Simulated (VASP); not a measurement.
Li4TaO:

```xyz
6
Lattice="2.4076 -4.0762 0.0000 2.4076 4.0762 0.0000 0.0000 0.0000 3.7913" Properties=species:S:1:pos:R:3 pbc="T T T"
Li    2.4076    1.3289    0.0000
Li    2.4076   -1.3289    0.0000
Li    1.2038   -2.0381    1.8956
Li    1.2038    2.0381    1.8956
Ta    2.4076    0.0000    1.8956
O     0.0000    0.0000    0.0000
```

The cell was generated, and may not be a known phase.

```yaml
Program: VASP 6.6.1
Task: relaxation of cell and atoms
Functional: PBE
Potentials_or_basis: VASP PAW PBE potentials, release 64 (Li_sv, Ta_pv, O)
Cutoff: 600 eV
k_mesh: 4 × 4 × 4
Occupations: gaussian, width 0.1 eV
Spin: collinear spin
Starting_moments: "[0.0, 0.0, 0.0, 0.0, 1.0, 0.0] μB"
```

At the start: pressure 16.5 GPa; volume 12.40 Å³/atom.

Task: How do energy, volume and symmetry change on relaxing?

Result: Over 25 steps the energy falls by 779.2 meV/atom and the volume is 11.99 Å³/atom (-3.3 %); space group Cmmm (No. 65, to 0.1 Å) before and after; moment 0.75 μB per cell.

Step by step:
```tsv
step	energy change (eV)	largest force (eV/Å)	pressure (GPa)	volume (Å³)
1	0.0000	1.6183	16.50	74.41
2	-1.4751	0.4868	4.11	88.84
3	-1.7768	0.0593	-0.35	98.43
4	-1.7944	0.0459	-1.45	101.50
5	-1.8866	0.1746	-1.44	99.54
6	-2.1498	0.6037	-1.38	93.34
7	-2.7043	1.8606	-1.94	79.45
8	-2.7490	1.9351	-1.82	78.70
9	-2.8667	2.1497	-1.36	76.43
10	-2.9420	2.5859	1.00	71.74
11	-3.0986	2.5339	1.97	70.45
12	-3.2945	2.2001	6.31	66.88
13	-3.6576	1.8370	5.25	67.31
14	-4.4615	0.8411	2.81	68.44
15	-4.3447	0.9509	2.00	69.99
16	-4.6488	0.0747	1.84	69.29
17	-4.6514	0.0060	1.88	69.23
18	-4.6515	0.0313	1.91	69.19
19	-4.6609	0.0745	1.21	69.85
20	-4.6681	0.1897	-0.46	71.63
21	-4.6687	0.1667	-0.14	71.28
22	-4.6709	0.1367	0.01	71.29
23	-4.6730	0.0722	0.35	71.31
24	-4.6747	0.0476	0.14	71.59
25	-4.6754	0.0176	-0.11	71.93
```

Final structure:
```yaml
crystal:
  lattice:
    - [1.49578, -5.32808, 0.00000]
    - [1.49578, 5.32808, 0.00000]
    - [0.00000, 0.00000, 4.51271]
  atoms:
    - { symbol: Li, position: [0.37100, 0.62900, 0.00000] }
    - { symbol: Li, position: [0.62900, 0.37100, 0.00000] }
    - { symbol: Li, position: [0.50000, 0.00000, 0.50000] }
    - { symbol: Li, position: [0.00000, 0.50000, 0.50000] }
    - { symbol: Ta, position: [0.50000, 0.50000, 0.50000] }
    - { symbol: O, position: [0.00000, 0.00000, 0.00000] }
```

Caveat: the k points lie up to 0.55 Å⁻¹ apart in the final cell; the cutoff is under 1.25 times the usual one of these potentials, so pressure, stress and relaxed cells hold a basis-set (Pulay) error; atoms lie so close that the PAW spheres overlap strongly, which falsifies energies and pressures; a moment this small can come from the mesh or the smearing; a cell axis changed by over 15 % at a fixed basis, so the end point is rough.
